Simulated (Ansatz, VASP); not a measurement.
Si8S in VASP and in Ansatz

```
Si S
1.0
     3.81552    0.00000    0.00000
     0.00000    6.31294    0.00000
     0.00000    0.00000   21.23187
Si S
8 1
Direct
  0.00000 0.93690 0.18840
  0.00000 0.56310 0.18840
  0.50000 0.43690 0.24027
  0.50000 0.06310 0.24027
  0.50000 0.93327 0.34466
  0.50000 0.56673 0.34466
  0.00000 0.42663 0.38771
  0.00000 0.07337 0.38771
  0.00000 0.09330 0.52901
```

Alike in both runs: task single point; functional PBE; dispersion D3(BJ); k mesh 7 × 4 × 1; occupations gaussian, width 0.05 eV; collinear spin.

|  | VASP | Ansatz |
| --- | --- | --- |
| version | VASP 6.6.1 | Ansatz 0.2.0 |
| potentials or method | VASP PAW PBE potentials, release 64 (Si, S), cutoff 520 eV | scalar-relativistic, plane waves, PAW |
| valence electrons in the cell | 38 | 38 |

|  | VASP | Ansatz | Ansatz less VASP |
| --- | --- | --- | --- |
| gap on the k mesh at the Fermi level (eV) | none | none | - |
| rms of the force components (eV/Å) | 0.632 | 0.634 | +0.0016 |
| net moment per atom (μB) | 0.09 | 0.09 | 0.000 |
| size of the moment on the site where the two differ most (μB) | 0.66 | 0.91 | +0.250 |

Site moments also hang on the region over which each program counts them. Atom by atom the forces differ by 0.003 eV/Å (rms over components). A gap of «none» marks a metal or a gap that the smearing closes.
